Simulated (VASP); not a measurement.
Input of a VASP 6.6.1 run:

Contents of INCAR:

```
SYSTEM = Ta12F
ALGO = Normal ; DIPOL = 0.5 0.5 0.305
EDIFF = 1E-6 ; ENCUT = 520
GGA = CA ; GGA_COMPAT = .FALSE.
IDIPOL = 3 ; ISIF = 2
ISMEAR = 0 ; ISPIN = 2
KPAR = 4 ; LASPH = .TRUE.
LCHARG = .FALSE. ; LDIPOL = .TRUE.
LMAXMIX = 4 ; LORBIT = 11
LREAL = .FALSE. ; LWAVE = .FALSE.
MAGMOM = 0 0 0 0 0 0 0 0 0 0 0 0 1 ; NBANDS = 86
NELM = 200 ; NELMDL = -8
PREC = Accurate ; SIGMA = 0.1
```

Contents of KPOINTS:

```
k-points
0
G
  5 5 1
  0 0 0
```

POSCAR

```
Ta12F
1.0
    5.6341016702      0.0000000000      0.0000000000
   -1.8780338901      5.3118819959      0.0000000000
    0.0000000000      0.0000000000     21.4444204585
Ta F
12 1
Direct
    0.2500000000      0.2500000000      0.1865287060
    0.2500000000      0.7500000000      0.1865287060
    0.7500000000      0.2500000000      0.1865287060
    0.7500000000      0.7500000000      0.1865287060
    0.0000000000      0.0000000000      0.2901575821
    0.0000000000      0.5000000000      0.2901575821
    0.5000000000      0.0000000000      0.2901575821
    0.5000000000      0.5000000000      0.2901575821
    0.2500000000      0.2500000000      0.3937817054
    0.2500000000      0.7500000000      0.3937817054
    0.7500000000      0.2500000000      0.3937817054
    0.7500000000      0.7500000000      0.3937817054
    0.2500000000      0.2500000000      0.4772533013
```

Potentials or basis: VASP PAW LDA potentials, release 64 (Ta_pv, F).

The run is started by

```console
$ cat potpaw_LDA.64/Ta_pv/POTCAR potpaw_LDA.64/F/POTCAR > POTCAR
$ mpirun -np 4 vasp_std > vasp.out
```

Question: Estimate the largest force.

Answer: 3.830 eV/Å.

Question: Estimate the net moment.

Answer: 0.00 μB per cell.

Forces on the atoms (eV/Å):
```
Ta   0.000  0.000 -0.030
Ta   0.000  0.000 -0.019
Ta   0.000  0.000 -0.019
Ta   0.000  0.000  0.015
Ta  -0.297 -0.420 -0.495
Ta  -0.002  0.001  0.072
Ta   0.002 -0.001  0.072
Ta   0.297  0.420 -0.495
Ta   0.000  0.000 -1.309
Ta   0.000  0.000 -0.427
Ta   0.000  0.000 -0.427
Ta   0.000  0.000 -0.769
F    0.000  0.000  3.830
```
